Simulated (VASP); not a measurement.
# CsSnI3 (P4/mmm) in VASP: notebook

Aim: see how the results for CsSnI3 move with the level of theory and the settings. Levels: r2SCAN, HSE06. Tasks: single point.

Everything below comes from runs of VASP 6.6.1. Logs are shortened: lines on timing, memory, paths and dates and some standing lists are left out, and cuts for length are marked.

**1. The cell of the first run**

Symmetry: P4/mmm, No. 123, tetragonal system. The conventional cell has a = 6.366 Å, b = 6.366 Å, c = 6.212 Å, α = 90.00°, β = 90.00°, γ = 90.00°. Within 5.8 Å of Cs (site symmetry 4/mmm) lie 12 I at 4.45 to 4.50 Å and 8 Sn at 5.47 Å. Within 4.1 Å of Sn (site symmetry 4/mmm) lie 6 I at 3.11 to 3.18 Å. Within 4.1 Å of I (site symmetry 4/mmm) lie 2 Sn at 3.11 Å. I (site symmetry mmm) has 2 Sn at 3.18 Å within 4.2 Å.

**2. Single point, r2SCAN (epitaxial xy strain +2.0%)**

The input, POSCAR:

```
CsSnI3
1.0
    6.3663205189      0.0000000000      0.0000000000
    0.0000000000      6.3663205189      0.0000000000
    0.0000000000      0.0000000000      6.2115700546
Cs Sn I
1 1 3
Direct
    0.0000000000      0.0000000000      0.0000000000
    0.5000000000      0.5000000000      0.5000000000
    0.5000000000      0.5000000000      0.0000000000
    0.5000000000      0.0000000000      0.5000000000
    0.0000000000      0.5000000000      0.5000000000
```

The input, INCAR.step1:

```
PREC = Accurate
ENCUT = 520
ISMEAR = 0
SIGMA = 0.01
LREAL = F
LASPH = T
NELM = 80
NBANDS = 30
GGA = PE
ALGO = Normal
EDIFF = 1E-4
LWAVE = T
LCHARG = F
```

The input, INCAR.step2:

```
PREC = Accurate
ENCUT = 520
EDIFF = 1E-6
ISMEAR = 0
SIGMA = 0.01
LREAL = F
LASPH = T
NELM = 80
ALGO = Normal
ISIF = 2
LWAVE = F
LCHARG = F
METAGGA = R2SCAN
LMIXTAU = T
NBANDS = 30
ISTART = 1
```

The input, KPOINTS:

```
Automatic mesh
0
Gamma
  4 4 4
```

Potentials or basis: VASP PAW PBE potentials, release 64 (Cs_sv, Sn_d, I).

The run is started by

```sh
> cat potpaw_PBE.64/Cs_sv/POTCAR potpaw_PBE.64/Sn_d/POTCAR potpaw_PBE.64/I/POTCAR > POTCAR
> cp INCAR.step1 INCAR
> mpirun -np 1 vasp_std > vasp.out
> cp INCAR.step2 INCAR
> mpirun -np 1 vasp_std > vasp.out
```

OUTCAR:

```text
PREC = Accurate
   ENCUT = 520
   EDIFF = 1E-6
   ISMEAR = 0
   LREAL = F
   LASPH = T
   NELM = 80
   ISIF = 2
   METAGGA = R2SCAN
   ISTART = 1

 ion  position               nearest neighbor table
   1  0.000  0.000  0.000-
   2  0.500  0.500  0.500-   3 3.11   3 3.11   5 3.18   4 3.18   4 3.18   5 3.18
   3  0.500  0.500  0.000-   2 3.11   2 3.11
   4  0.500  0.000  0.500-   2 3.18   2 3.18
   5  0.000  0.500  0.500-   2 3.18   2 3.18

  LATTYP: Found a simple tetragonal cell.
 ALAT       =     6.3663205189
 C/A-ratio  =     0.9756923228

  Lattice vectors:

 A1 = (   6.3663205189,   0.0000000000,   0.0000000000)
 A2 = (   0.0000000000,   6.3663205189,   0.0000000000)
 A3 = (   0.0000000000,   0.0000000000,   6.2115700546)

Analysis of symmetry for initial positions (statically):
=====================================================================
 Subroutine PRICEL returns:
 Original cell was already a primitive cell.

 Routine SETGRP: Setting up the symmetry group for a
 simple tetragonal supercell.

 Subroutine GETGRP returns: Found 16 space group operations
 (whereof 16 operations were pure point group operations)
 out of a pool of 16 trial point group operations.

The static configuration has the point symmetry D_4h.

Analysis of symmetry for dynamics (positions and initial velocities):
=====================================================================
 Subroutine PRICEL returns:
 Original cell was already a primitive cell.

 Routine SETGRP: Setting up the symmetry group for a
 simple tetragonal supercell.

 Subroutine GETGRP returns: Found 16 space group operations
 (whereof 16 operations were pure point group operations)
 out of a pool of 16 trial point group operations.

The dynamic configuration has the point symmetry D_4h.

 Subroutine INISYM returns: Found 16 space group operations
 (whereof 16 operations are pure point group operations),
 and found     1 'primitive' translations

----------------------------------------------------------------------------------------

                                     Primitive cell

  volume of cell :     251.7552

  direct lattice vectors                    reciprocal lattice vectors
     6.366320519  0.000000000  0.000000000     0.157076603  0.000000000  0.000000000
     0.000000000  6.366320519  0.000000000     0.000000000  0.157076603  0.000000000
     0.000000000  0.000000000  6.211570055     0.000000000  0.000000000  0.160989893

  length of vectors
     6.366320519  6.366320519  6.211570055     0.157076603  0.157076603  0.160989893

  position of ions in fractional coordinates (direct lattice)
     0.000000000  0.000000000  0.000000000
     0.500000000  0.500000000  0.500000000
     0.500000000  0.500000000  0.000000000
     0.500000000  0.000000000  0.500000000
     0.000000000  0.500000000  0.500000000

  ion indices of the primitive-cell ions
   primitive index   ion index
                 1           1
                 2           2
                 3           3
                 4           4
                 5           5

----------------------------------------------------------------------------------------

 KPOINTS: Automatic mesh

Automatic generation of k-mesh.
 Grid dimensions read from file:
 generate k-points for:    4    4    4

 Generating k-lattice:

  Cartesian coordinates                     Fractional coordinates (reciprocal lattice)
     0.039269151  0.000000000  0.000000000     0.250000000  0.000000000  0.000000000
     0.000000000  0.039269151  0.000000000     0.000000000  0.250000000  0.000000000
     0.000000000  0.000000000  0.040247473     0.000000000  0.000000000  0.250000000

  Length of vectors
     0.039269151  0.039269151  0.040247473

  Shift w.r.t. Gamma in fractional coordinates (k-lattice)
     0.000000000  0.000000000  0.000000000

 Subroutine IBZKPT returns following result:
 ===========================================

 Found     18 irreducible k-points:

 Following reciprocal coordinates:
            Coordinates               Weight
  0.000000  0.000000  0.000000      1.000000
  0.250000  0.000000  0.000000      4.000000
  0.500000  0.000000  0.000000      2.000000
  0.250000  0.250000  0.000000      4.000000
  0.500000  0.250000  0.000000      4.000000
  0.500000  0.500000  0.000000      1.000000
[... 10 lines left out ...]
  0.500000  0.250000  0.500000      4.000000
  0.500000  0.500000  0.500000      1.000000
   k-points           NKPTS =     18   k-points in BZ     NKDIM =     18   number of bands    NBANDS=     30
   number of dos      NEDOS =    301   number of ions     NIONS =      5
   total plane-waves  NPLWV = 110592
   dimension x,y,z NGX =    48 NGY =   48 NGZ =   48
   dimension x,y,z NGXF=    96 NGYF=   96 NGZF=   96
   ions per type =               1   1   3
   NGX,Y,Z   is equivalent  to a cutoff of  12.53, 12.53, 12.85 a.u.
   NGXF,Y,Z  is equivalent  to a cutoff of  25.07, 25.07, 25.69 a.u.
 SYSTEM =  unknown system
   PREC   = accura    normal or accurate (medium, high low for compatibility)
   ISTART =      1    job   : 0-new  1-cont  2-samecut
   ICHARG =      0    charge: 1-file 2-atom 10-const
   ISPIN  =      1    spin polarized calculation?
   LNONCOLLINEAR =      F non collinear calculations
   LSORBIT =      F    spin-orbit coupling
   LASPH  =      T    aspherical Exc in radial PAW
   ENCUT  =  520.0 eV  38.22 Ry    6.18 a.u.  11.84 11.84 11.55*2*pi/ulx,y,z
   NELM   =     80;   NELMIN=  2; NELMDL=  0     # of ELM steps
   EDIFF  = 0.1E-05   stopping-criterion for ELM
   LREAL  =      F    real-space projection
   EDIFFG = 0.1E-04   stopping-criterion for IOM
   NSW    =      0    number of steps for IOM
   IBRION =     -1    ionic relax: 0-MD 1-quasi-New 2-CG
   NFREE  =      0    steps in history (QN), initial steepest desc. (CG)
   ISIF   =      2    stress and relaxation
   ISYM   =      2    0-nonsym 1-usesym 2-fastsym
   POTIM  = 0.5000    time-step for ionic-motion
   TEBEG  =    0.0;   TEEND  =   0.0 temperature during run
   PSTRESS=    0.0 pullay stress
   NELECT =      44.0000    total number of electrons
   NUPDOWN=      -1.0000    fix difference up-down
   EMIN   =  10.00;   EMAX   =-10.00  energy-range for DOS
   EFERMI =   0.00;   METHOD = LEGACY
   ISMEAR =     0;   SIGMA  =   0.01  broadening in eV -4-tet -1-fermi 0-gaus
   EFERMI_NEDOS =   21; number of points for ismear=-14 and -15
   IALGO  =     38    algorithm
   IMIX   =      4    mixing-type and parameters
     AMIX     =   0.40;   BMIX     =  1.00
     AMIX_MAG =   1.60;   BMIX_MAG =  1.00
  volume/ion in A,a.u.               =      50.35       339.79
  Fermi-wavevector in a.u.,A,eV,Ry     =   0.915306  1.729677 11.398755  0.837785
  Thomas-Fermi vector in A             =   2.040032
   LORBIT       =      0    0 simple, 1 ext, 2 COOP (PROOUT), +10 PAW based schemes
   METAGGA = R2SCAN    functional components
   LHFCALC =     F    Hartree Fock is set to
   AEXX    =    0.0000 exact exchange contribution
   IVDW    =     0    specifies the selected vdW correction
   LEPSILON=     F    determine dielectric tensor
   LRPA    =     F    only Hartree local field effects (RPA)
 non-spin polarized calculation
 Gauss-broadening in eV      SIGMA  =   0.01
  energy-cutoff  :      520.00
  volume of cell :      251.76
 maximum number of plane-waves:      6808
 NGX is ok and might be reduce to    48
   NGX = 23   NGY = 23   NGZ = 23

 number of electron      43.9999999 magnetization

 Free energy of the ion-electron system (eV)
  ---------------------------------------------------
  ext. energy  EPLUGINS =         0.00000000
  ---------------------------------------------------
  free energy    TOTEN  =      -128.60743265 eV

  energy without entropy =     -128.60743265  energy(sigma->0) =     -128.60743265

 E-fermi :   2.3157     XC(G=0):  -7.6789

 val. band max:        2.1866422915   @ k =   0.5000   0.5000   0.5000
 cond. band min:       2.7858223465   @ k =   0.5000   0.5000   0.5000
 fundamental gap:      0.5991800550
 Fermi energy:         2.3156872742

 k-point     1 :       0.0000    0.0000    0.0000
  band No.  band energies     occupation
      1     -20.6936      2.00000
      2     -20.6008      2.00000
      3     -20.6008      2.00000
      4     -20.5843      2.00000
      5     -20.5795      2.00000
      6     -20.5795      2.00000
[... 22 lines left out ...]
     29       6.8948      0.00000
     30       6.8948      0.00000

 k-point     2 :       0.2500    0.0000    0.0000
  band No.  band energies     occupation
      1     -20.6935      2.00000
      2     -20.6008      2.00000
      3     -20.6002      2.00000
      4     -20.5844      2.00000
      5     -20.5795      2.00000
      6     -20.5795      2.00000
[... 22 lines left out ...]
     29       6.7294      0.00000
     30       6.9821      0.00000

 k-point     3 :       0.5000    0.0000    0.0000
  band No.  band energies     occupation
      1     -20.6934      2.00000
      2     -20.6008      2.00000
      3     -20.5997      2.00000
      4     -20.5844      2.00000
      5     -20.5795      2.00000
      6     -20.5795      2.00000
[... 22 lines left out ...]
     29       7.0531      0.00000
     30       7.1216      0.00000

 k-point     4 :       0.2500    0.2500    0.0000
  band No.  band energies     occupation
      1     -20.6934      2.00000
      2     -20.6005      2.00000
      3     -20.5999      2.00000
      4     -20.5844      2.00000
      5     -20.5795      2.00000
      6     -20.5795      2.00000
[... 418 lines left out ...]
     29       7.3610      0.00000
     30       7.4158      0.00000

 k-point    17 :       0.5000    0.2500    0.5000
  band No.  band energies     occupation
      1     -20.6929      2.00000
      2     -20.5996      2.00000
      3     -20.5986      2.00000
      4     -20.5845      2.00000
      5     -20.5797      2.00000
      6     -20.5797      2.00000
[... 22 lines left out ...]
     29       7.0650      0.00000
     30       7.6261      0.00000

 k-point    18 :       0.5000    0.5000    0.5000
  band No.  band energies     occupation
      1     -20.6928      2.00000
      2     -20.5991      2.00000
      3     -20.5985      2.00000
      4     -20.5845      2.00000
      5     -20.5797      2.00000
      6     -20.5797      2.00000
[... 22 lines left out ...]
     29       6.7951      0.00000
     30       7.8948      0.00000

------------------------ aborting loop because EDIFF is reached ----------------------------------------

  FORCE on cell =-STRESS in cart. coord.  units (eV):
  Direction    XX          YY          ZZ          XY          YZ          ZX
  --------------------------------------------------------------------------------------
  -------------------------------------------------------------------------------------
  Total       -1.2619561     -1.2619561     -0.0024925      0.0000000      0.0000000      0.0000000
  in kB       -8.0311261     -8.0311261     -0.0158625      0.0000000      0.0000000      0.0000000
  external PRESSURE =      -5.3593716 kB  Pullay stress =       0.0000000 kB

 VOLUME and BASIS-vectors are now :
 -----------------------------------------------------------------------------
  energy-cutoff  :      520.00
  volume of cell :      251.76
      direct lattice vectors                 reciprocal lattice vectors
     6.366320519  0.000000000  0.000000000     0.157076603  0.000000000  0.000000000
     0.000000000  6.366320519  0.000000000     0.000000000  0.157076603  0.000000000
     0.000000000  0.000000000  6.211570055     0.000000000  0.000000000  0.160989893

 POSITION                                       TOTAL-FORCE (eV/Angst)
 -----------------------------------------------------------------------------------
      0.00000      0.00000      0.00000         0.000000      0.000000      0.000000
      3.18316      3.18316      3.10579         0.000000      0.000000      0.000000
      3.18316      3.18316      0.00000         0.000000      0.000000      0.000000
      3.18316      0.00000      3.10579         0.000000      0.000000      0.000000
      0.00000      3.18316      3.10579         0.000000      0.000000      0.000000
 -----------------------------------------------------------------------------------
    total drift:                                0.000000     -0.000000     -0.000000

  FREE ENERGIE OF THE ION-ELECTRON SYSTEM (eV)
  ---------------------------------------------------
  free  energy   TOTEN  =      -128.6074326517 eV

  energy  without entropy=     -128.6074326517  energy(sigma->0) =     -128.60743265
```

Wall time 3.5 min (1 thread of AMD EPYC 9R45 (Zen 5), shared host); peak memory 0.42 GiB.

What came out:

```yaml
Free_energy: -128.6074 eV
Pressure: -0.5 GPa
Band_gap_on_the_k_mesh: 0.60 eV
```

Caveat: the cell differs from its parent crystal (epitaxial xy strain +2.0%); the PAW data sets were made with another functional, which shifts forces and pressure a little; spin-orbit coupling is left out, which moves the levels of the heavy elements.

**3. Single point, r2SCAN (epitaxial xy strain +3.0%)**

Changes to POSCAR since step 2:

```diff
@@ -2,5 +2,5 @@
 1.0
-    6.3663205189      0.0000000000      0.0000000000
-    0.0000000000      6.3663205189      0.0000000000
-    0.0000000000      0.0000000000      6.2115700546
+    6.4287354260      0.0000000000      0.0000000000
+    0.0000000000      6.4287354260      0.0000000000
+    0.0000000000      0.0000000000      6.1960768926
 Cs Sn I
```

INCAR.step1 is that of step 2.

Changes to INCAR.step2 since step 2:

```diff
@@ -2,3 +2,3 @@
 ENCUT = 520
-EDIFF = 1E-6
+EDIFF = 1E-7
 ISMEAR = 0
```

The input, KPOINTS:

```
regular mesh
0
Gamma
  4 4 4
```

Potentials or basis: VASP PAW PBE potentials, release 64 (Cs_sv, Sn_d, I).

The run is started by

```sh
> cat potpaw_PBE.64/Cs_sv/POTCAR potpaw_PBE.64/Sn_d/POTCAR potpaw_PBE.64/I/POTCAR > POTCAR
> cp INCAR.step1 INCAR
> mpirun -np 1 vasp_std > vasp.out
> cp INCAR.step2 INCAR
> mpirun -np 1 vasp_std > vasp.out
```

It took 4.1 min on 1 thread of AMD EPYC 9R45 (Zen 5), shared host; peak memory 0.42 GiB.

The run converged. Its results:

```
Free energy            : -128.5780 eV
Pressure               : -0.8 GPa
Band gap on the k mesh : 0.64 eV
```

Stress tensor (GPa, compression positive):
```
-1.13  0.00  0.00
 0.00 -1.13  0.00
 0.00  0.00  0.01
```

Levels at points of the mesh, in eV from the valence-band top:
```
           k point  band 19  band 20  band 21  band 22  band 23  band 24  band 25  band 26
(0.00, 0.00, 0.00)    -2.13    -2.04    -2.03    -2.03     2.84     3.73     3.82     4.09
(0.50, 0.00, 0.00)    -2.29    -2.13    -2.12    -1.58     1.39     4.24     4.33     4.49
(0.50, 0.50, 0.00)    -2.38    -2.38    -1.67    -0.90     1.12     1.12     4.70     4.88
(0.00, 0.00, 0.50)    -2.29    -2.14    -2.14    -1.33     1.45     4.25     4.25     4.39
(0.50, 0.00, 0.50)    -2.41    -2.41    -1.62    -0.66     1.01     1.20     3.98     4.89
(0.50, 0.50, 0.50)    -1.66    -1.60    -1.60     0.00     0.64     0.64     0.87     3.72
```

Caveat: the cell differs from its parent crystal (epitaxial xy strain +3.0%); the PAW data sets were made with another functional, which shifts forces and pressure a little; spin-orbit coupling is left out, which moves the levels of the heavy elements. A k mesh can miss the band edges.

**4. Single point, HSE06 (epitaxial xy strain -3.0%)**

Changes to POSCAR since step 3:

```diff
@@ -2,5 +2,5 @@
 1.0
-    6.4287354260      0.0000000000      0.0000000000
-    0.0000000000      6.4287354260      0.0000000000
-    0.0000000000      0.0000000000      6.1960768926
+    6.0542459837      0.0000000000      0.0000000000
+    0.0000000000      6.0542459837      0.0000000000
+    0.0000000000      0.0000000000      6.2920492926
 Cs Sn I
```

The input, INCAR.step1:

```
PREC = Accurate ; ENCUT = 520
EDIFF = 1E-5 ; ISMEAR = -1
SIGMA = 0.02 ; LREAL = False
LASPH = True ; NELM = 100
ALGO = Normal ; ISIF = 2
LWAVE = True ; LCHARG = False
GGA = PE ; NBANDS = 30
```

The input, INCAR.step2:

```
PREC = Accurate ; ENCUT = 520
EDIFF = 1E-6 ; ISMEAR = -1
SIGMA = 0.02 ; LREAL = False
LASPH = True ; NELM = 100
ALGO = Normal ; ISIF = 2
LWAVE = False ; LCHARG = False
GGA = PE ; LHFCALC = True
HFSCREEN = 0.2079 ; PRECFOCK = Fast
ISTART = 1 ; NBANDS = 30
```

The input, KPOINTS:

```
regular mesh
0
Gamma
  2 2 2
```

The run is started by

```sh
> cat potpaw_PBE.64/Cs_sv/POTCAR potpaw_PBE.64/Sn_d/POTCAR potpaw_PBE.64/I/POTCAR > POTCAR
> cp INCAR.step1 INCAR
> mpirun -np 1 vasp_std > vasp.out
> cp INCAR.step2 INCAR
> mpirun -np 1 vasp_std > vasp.out
```

It took 3.4 min on 1 thread of Intel Xeon 6975P-C (Granite Rapids), shared host; peak memory 0.46 GiB.

Results (log left out):

```yaml
Free_energy: -15.6081 eV
Pressure: 2.7 GPa
Band_gap_on_the_k_mesh: 0.39 eV
```

Stress tensor (GPa, compression positive):
```
3.31 0.00 0.00
0.00 3.31 0.00
0.00 0.00 1.41
```

Levels at points of the mesh, in eV from the valence-band top:
| k point | band 19 | band 20 | band 21 | band 22 | band 23 | band 24 | band 25 | band 26 |
| --- | --- | --- | --- | --- | --- | --- | --- | --- |
| (0.00, 0.00, 0.00) | -2.93 | -2.74 | -2.74 | -2.69 | 2.63 | 3.44 | 3.54 | 3.75 |
| (0.50, 0.00, 0.00) | -3.12 | -2.91 | -2.86 | -1.81 | 1.45 | 4.37 | 4.39 | 4.54 |
| (0.50, 0.50, 0.00) | -3.26 | -3.12 | -2.20 | -0.76 | 1.07 | 1.07 | 4.12 | 4.77 |
| (0.00, 0.00, 0.50) | -3.10 | -2.87 | -2.87 | -2.11 | 1.38 | 4.19 | 4.37 | 4.61 |
| (0.50, 0.00, 0.50) | -3.24 | -3.11 | -2.29 | -1.03 | 0.96 | 1.19 | 4.73 | 4.88 |
| (0.50, 0.50, 0.50) | -2.27 | -2.27 | -2.18 | 0.00 | 0.39 | 0.68 | 0.68 | 3.41 |

Caveat: the k points lie up to 0.52 Å⁻¹ apart; the cell differs from its parent crystal (epitaxial xy strain -3.0%); the PAW data sets were made with another functional, which shifts forces and pressure a little; spin-orbit coupling is left out, which moves the levels of the heavy elements. A k mesh can miss the band edges.

(Continued in part 2 of 2.)
